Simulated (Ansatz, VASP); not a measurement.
## One calculation of BaS, two programs

Contents of POSCAR:

```
BaS
1.0
    0.0000000000      3.2747882553      3.2747882553
    3.2747882553      0.0000000000      3.2747882553
    3.2747882553      3.2747882553      0.0000000000
Ba S
1 1
Direct
    0.0000000000      0.0000000000      0.0000000000
    0.5000000000      0.5000000000      0.5000000000
```

File INCAR.step1:

```
PREC = Accurate ; ENCUT = 550
ISMEAR = 0 ; SIGMA = 0.01
LREAL = False ; LASPH = True
NELM = 120 ; NBANDS = 15
GGA = PE ; ALGO = Normal
EDIFF = 1E-5 ; LWAVE = True
LCHARG = False ; GGA_COMPAT = False
```

The input INCAR.step2:

```
PREC = Accurate ; ENCUT = 550
EDIFF = 1E-6 ; ISMEAR = 0
SIGMA = 0.01 ; LREAL = False
LASPH = True ; NELM = 120
ALGO = Normal ; ISIF = 2
LWAVE = False ; LCHARG = True
METAGGA = R2SCAN ; LMIXTAU = True
LELF = True ; LVHAR = True
NBANDS = 15 ; ISTART = 1
GGA_COMPAT = False
```

KPOINTS

```
Automatic mesh
0
Gamma
  6 6 6
```

Input for Ansatz:

```yaml
crystal:
  lattice:
    - [0.0, 3.2747882553, 3.2747882553]
    - [3.2747882553, 0.0, 3.2747882553]
    - [3.2747882553, 3.2747882553, 0.0]
  atoms:
    - { symbol: Ba, position: [0.0, 0.0, 0.0] }
    - { symbol: S, position: [0.5, 0.5, 0.5] }
kpoints:
  mp_grid: { grid: [6, 6, 6] }
hamiltonian:
  xc: r2scan
scf:
  occupations: { method: fixed }
  n_extra_bands: 4
output:
  forces: true
  stress: true
  eigenvalues: true
```

Alike in both runs: task single point; functional r2SCAN; k mesh 6 × 6 × 6; no spin polarisation.

```csv
,VASP,Ansatz
version,VASP 6.6.1,Ansatz 0.2.0
potentials or method,"VASP PAW PBE potentials, release 64 (Ba_sv, S)","plane waves, PAW"
plane-wave cutoff (eV),550,500
occupations,"gaussian, width 0.01 eV",fixed
valence electrons in the cell,16,16
```

```csv
,VASP,Ansatz,Ansatz less VASP
gap on the k mesh at the Fermi level (eV),2.57,2.65,+0.075
pressure (GPa),-1.8,-2.3,-0.45
```

VASP's potentials were made for PBE, not for r2SCAN.

Spin-orbit coupling is off throughout.
